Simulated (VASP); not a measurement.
# ZnO (P6_3mc) in VASP: settings compared

The runs below take ZnO through single point, with r2SCAN+rVV10, HF.

All numbers are computed with VASP 6.6.1; they aren't measurements. Logs are shortened: lines on timing, memory, paths and dates and some standing lists are left out, and cuts for length are marked.

## 1. The cell of the first run

Symmetry: P6_3mc, No. 186, hexagonal system. Conventional cell: a = 3.249 Å, b = 3.249 Å, c = 5.206 Å, α = 90.00°, β = 90.00°, γ = 120.00°. Within 2.6 Å of Zn (site symmetry 3m) lie 4 O at 1.97 to 1.98 Å. Within 2.6 Å of O (site symmetry 3m) lie 4 Zn at 1.97 to 1.98 Å.

## 2. Single point, r2SCAN+rVV10

POSCAR reads:

```
ZnO
1.0
    3.2493080000      0.0000000000      0.0000000000
   -1.6246540000      2.8139832727      0.0000000000
    0.0000000000      0.0000000000      5.2057090000
Zn O
2 2
Direct
    0.6666666667      0.3333333333      0.0000000000
    0.3333333333      0.6666666667      0.5000000000
    0.3333333333      0.6666666667      0.8790100000
    0.6666666667      0.3333333333      0.3790100000
```

INCAR.step1 reads:

```
SYSTEM = ZnO
PREC = Accurate
ENCUT = 520
ISMEAR = -1
SIGMA = 0.05
LREAL = .False.
LASPH = .True.
NELM = 60
NBANDS = 26
GGA = PE
ALGO = Normal
EDIFF = 1E-4
LWAVE = .True.
LCHARG = .False.
```

INCAR.step2 reads:

```
SYSTEM = ZnO
PREC = Accurate
ENCUT = 520
EDIFF = 1E-6
ISMEAR = -1
SIGMA = 0.05
LREAL = .False.
LASPH = .True.
NELM = 60
ALGO = Normal
ISIF = 2
LWAVE = .False.
LCHARG = .False.
METAGGA = R2SCAN
LMIXTAU = .True.
LUSE_VDW = .True.
IVDW_NL = 2
BPARAM = 11.95
CPARAM = 0.0093
NBANDS = 26
ISTART = 1
```

KPOINTS reads:

```
Automatic mesh
0
Gamma
  9 9 5
  0 0 0
```

Potentials or basis: VASP PAW PBE potentials, release 64 (Zn, O).

Started as:

```sh
> cat potpaw_PBE.64/Zn/POTCAR potpaw_PBE.64/O/POTCAR > POTCAR
> cp INCAR.step1 INCAR
> mpirun -np 1 vasp_std > vasp.out
> cp INCAR.step2 INCAR
> mpirun -np 1 vasp_std > vasp.out
```

OUTCAR:

```text
SYSTEM = ZnO
   PREC = Accurate
   ENCUT = 520
   EDIFF = 1E-6
   ISMEAR = -1
   LREAL = .False.
   LASPH = .True.
   NELM = 60
   ISIF = 2
   METAGGA = R2SCAN
   IVDW_NL = 2
   BPARAM = 11.95
   ISTART = 1

 ion  position               nearest neighbor table
   1  0.667  0.333  0.000-   4 1.97   3 1.98   3 1.98   3 1.98
   2  0.333  0.667  0.500-   3 1.97   4 1.98   4 1.98   4 1.98
   3  0.333  0.667  0.879-   2 1.97   1 1.98   1 1.98   1 1.98
   4  0.667  0.333  0.379-   1 1.97   2 1.98   2 1.98   2 1.98

  LATTYP: Found a hexagonal cell.
 ALAT       =     3.2493080000
 C/A-ratio  =     1.6020977390

  Lattice vectors:

 A1 = (   3.2493080000,   0.0000000000,   0.0000000000)
 A2 = (  -1.6246540000,   2.8139832727,   0.0000000000)
 A3 = (   0.0000000000,   0.0000000000,   5.2057090000)

Analysis of symmetry for initial positions (statically):
=====================================================================
 Subroutine PRICEL returns:
 Original cell was already a primitive cell.

 Routine SETGRP: Setting up the symmetry group for a
 hexagonal supercell.

 Subroutine GETGRP returns: Found 12 space group operations
 (whereof  6 operations were pure point group operations)
 out of a pool of 24 trial point group operations.

The static configuration has the point symmetry C_3v.
 The point group associated with its full space group is C_6v.

Analysis of symmetry for dynamics (positions and initial velocities):
=====================================================================
 Subroutine PRICEL returns:
 Original cell was already a primitive cell.

 Routine SETGRP: Setting up the symmetry group for a
 hexagonal supercell.

 Subroutine GETGRP returns: Found 12 space group operations
 (whereof  6 operations were pure point group operations)
 out of a pool of 24 trial point group operations.

The dynamic configuration has the point symmetry C_3v.
 The point group associated with its full space group is C_6v.

 Subroutine INISYM returns: Found 12 space group operations
 (whereof  6 operations are pure point group operations),
 and found     1 'primitive' translations

----------------------------------------------------------------------------------------

                                     Primitive cell

[... 90 lines left out ...]
   LSORBIT =      F    spin-orbit coupling
   LASPH  =      T    aspherical Exc in radial PAW
   ENCUT  =  520.0 eV  38.22 Ry    6.18 a.u.   6.04  6.04  9.68*2*pi/ulx,y,z
   NELM   =     60;   NELMIN=  2; NELMDL=  0     # of ELM steps
   EDIFF  = 0.1E-05   stopping-criterion for ELM
   LREAL  =      F    real-space projection
   EDIFFG = 0.1E-04   stopping-criterion for IOM
   NSW    =      0    number of steps for IOM
   IBRION =     -1    ionic relax: 0-MD 1-quasi-New 2-CG
   NFREE  =      0    steps in history (QN), initial steepest desc. (CG)
   ISIF   =      2    stress and relaxation
   ISYM   =      2    0-nonsym 1-usesym 2-fastsym
   POTIM  = 0.5000    time-step for ionic-motion
   TEBEG  =    0.0;   TEEND  =   0.0 temperature during run
   PSTRESS=    0.0 pullay stress
   NELECT =      36.0000    total number of electrons
   NUPDOWN=      -1.0000    fix difference up-down
   EMIN   =  10.00;   EMAX   =-10.00  energy-range for DOS
   EFERMI =   0.00;   METHOD = LEGACY
   ISMEAR =    -1;   SIGMA  =   0.05  broadening in eV -4-tet -1-fermi 0-gaus
   EFERMI_NEDOS =   21; number of points for ismear=-14 and -15
   IALGO  =     38    algorithm
   IMIX   =      4    mixing-type and parameters
     AMIX     =   0.40;   BMIX     =  1.00
     AMIX_MAG =   1.60;   BMIX_MAG =  1.00
  volume/ion in A,a.u.               =      11.90        80.30
  Fermi-wavevector in a.u.,A,eV,Ry     =   1.491574  2.818667 30.270160  2.224794
  Thomas-Fermi vector in A             =   2.604212
   LORBIT       =      0    0 simple, 1 ext, 2 COOP (PROOUT), +10 PAW based schemes
   METAGGA = R2SCAN    functional components
   LHFCALC =     F    Hartree Fock is set to
   AEXX    =    0.0000 exact exchange contribution
   IVDW_NL    =     2    kernel type
   BPARAM     =11.9500
   IVDW    =     0    specifies the selected vdW correction
   LEPSILON=     F    determine dielectric tensor
   LRPA    =     F    only Hartree local field effects (RPA)
 non-spin polarized calculation
  energy-cutoff  :      520.00
  volume of cell :       47.60
 maximum number of plane-waves:      1308
   NGX = 13   NGY = 13   NGZ = 19

 number of electron      36.0000017 magnetization

 Free energy of the ion-electron system (eV)
  ---------------------------------------------------
  ext. energy  EPLUGINS =         0.00000000
  ---------------------------------------------------
  free energy    TOTEN  =       -35.24709193 eV

  energy without entropy =      -35.24709181  energy(sigma->0) =      -35.24709187

 E-fermi :   1.4540     XC(G=0): -11.7245

 val. band max:        0.8276682008   @ k =   0.0000   0.0000   0.0000
 cond. band min:       2.0013110350   @ k =   0.0000   0.0000   0.0000
 fundamental gap:      1.1736428342
 Fermi energy:         1.4540008116

 k-point     1 :       0.0000    0.0000    0.0000
  band No.  band energies     occupation
      1     -18.2555      2.00000
      2     -17.5587      2.00000
      3      -4.9727      2.00000
      4      -4.9727      2.00000
      5      -4.9297      2.00000
      6      -4.8729      2.00000
[... 685 lines left out ...]
     25      14.9393      0.00000
     26      16.2988      0.00000

 [... further k-points ...]

------------------------ aborting loop because EDIFF is reached ----------------------------------------

  FORCE on cell =-STRESS in cart. coord.  units (eV):
  Direction    XX          YY          ZZ          XY          YZ          ZX
  --------------------------------------------------------------------------------------
  -------------------------------------------------------------------------------------
  Total       -0.5879050     -0.5879050     -0.0647417      0.0000000      0.0000000      0.0000000
  in kB      -19.7890718    -19.7890718     -2.1792271      0.0000000      0.0000000      0.0000000
  external PRESSURE =     -13.9191235 kB  Pullay stress =       0.0000000 kB

 VOLUME and BASIS-vectors are now :
 -----------------------------------------------------------------------------
  energy-cutoff  :      520.00
  volume of cell :       47.60
      direct lattice vectors                 reciprocal lattice vectors
     3.249308000  0.000000000  0.000000000     0.307757836  0.177684070  0.000000000
    -1.624654000  2.813983273  0.000000000     0.000000000  0.355368139  0.000000000
     0.000000000  0.000000000  5.205709000     0.000000000  0.000000000  0.192096792

 POSITION                                       TOTAL-FORCE (eV/Angst)
 -----------------------------------------------------------------------------------
      1.62465      0.93799      0.00000         0.000000     -0.000000     -0.085786
     -0.00000      1.87599      2.60285         0.000000      0.000000     -0.085786
     -0.00000      1.87599      4.57587        -0.000000     -0.000000      0.085786
      1.62465      0.93799      1.97302        -0.000000     -0.000000      0.085786
 -----------------------------------------------------------------------------------
    total drift:                                0.000000      0.000000     -0.087722

  FREE ENERGIE OF THE ION-ELECTRON SYSTEM (eV)
  ---------------------------------------------------
  free  energy   TOTEN  =       -35.2470919284 eV

  energy  without entropy=      -35.2470918120  energy(sigma->0) =      -35.24709187
```

Wall time 2.2 min (1 thread of Intel Xeon Platinum 8488C (Sapphire Rapids), shared host); peak memory 0.29 GiB.

What came out:

- Free energy: -35.2471 eV
- Pressure: -1.4 GPa
- Largest force: 0.086 eV/Å
- Band gap on the k mesh: 1.17 eV

Forces in eV/Å, atoms in the order of the input:
```
Zn   0.000  0.000 -0.086
Zn   0.000  0.000 -0.086
O    0.000  0.000  0.086
O    0.000  0.000  0.086
```

Levels at points of the mesh, in eV from the valence-band top:
| k point | band 14 | band 15 | band 16 | band 17 | band 18 | band 19 | band 20 | band 21 | band 22 | band 23 |
| --- | --- | --- | --- | --- | --- | --- | --- | --- | --- | --- |
| (0.00, 0.00, 0.00) | -0.83 | -0.83 | -0.08 | 0.00 | 0.00 | 1.17 | 5.79 | 8.80 | 13.61 | 13.61 |

Caveat: the PAW data sets were made with another functional, which shifts forces and pressure a little. r2SCAN opens gaps a little over a GGA but as a rule still falls short of measured ones.

## 3. Single point, HF

POSCAR is that of step 2.

INCAR.step1 reads:

```
  PREC = Accurate
  ENCUT = 520
  EDIFF = 1E-5
  ISMEAR = -1
  SIGMA = 0.05
  LREAL = False
  LASPH = True
  NELM = 80
  ALGO = Normal
  ISIF = 2
  LWAVE = True
  GGA = PE
  NBANDS = 26
```

INCAR.step2 reads:

```
  PREC = Accurate
  ENCUT = 520
  EDIFF = 1E-7
  ISMEAR = -1
  SIGMA = 0.05
  LREAL = False
  LASPH = True
  NELM = 80
  ALGO = Normal
  ISIF = 2
  LWAVE = False
  LCHARG = True
  GGA = PE
  LHFCALC = True
  AEXX = 1.0
  ALDAC = 0.0
  AGGAC = 0.0
  PRECFOCK = Normal
  LELF = True
  LVHAR = True
  ISTART = 1
  NBANDS = 26
```

KPOINTS reads:

```
regular mesh
0
Gamma
  5 5 3
```

Potentials or basis: VASP PAW PBE potentials, release 64 (Zn, O).

Started as:

```sh
> cat potpaw_PBE.64/Zn/POTCAR potpaw_PBE.64/O/POTCAR > POTCAR
> cp INCAR.step1 INCAR
> mpirun -np 1 vasp_std > vasp.out
> cp INCAR.step2 INCAR
> mpirun -np 1 vasp_std > vasp.out
```

Run time: 62 min. Hardware: 1 thread of Intel Xeon Platinum 8375C at 2.90GHz (Ice Lake), shared host; peak memory 0.18 GiB.

It converged, with:

```
Free energy            : -39.6021 eV
Pressure               : 4.8 GPa
Largest force          : 0.113 eV/Å
Band gap on the k mesh : 11.28 eV
```

Forces on the atoms (eV/Å):
```
Zn   0.000  0.000 -0.113
Zn   0.000  0.000 -0.113
O    0.000  0.000  0.113
O    0.000  0.000  0.113
```

Stress tensor (GPa, compression positive):
```
4.47 0.00 0.00
0.00 4.47 0.00
0.00 0.00 5.39
```

Levels at points of the mesh, in eV from the valence-band top:
| k point | band 16 | band 17 | band 18 | band 19 | band 20 | band 21 |
| --- | --- | --- | --- | --- | --- | --- |
| (0.00, 0.00, 0.00) | -0.04 | 0.00 | 0.00 | 11.28 | 16.59 | 19.84 |

Caveat: the k points lie up to 0.45 Å⁻¹ apart; the PAW data sets were made with another functional, which shifts forces and pressure a little.
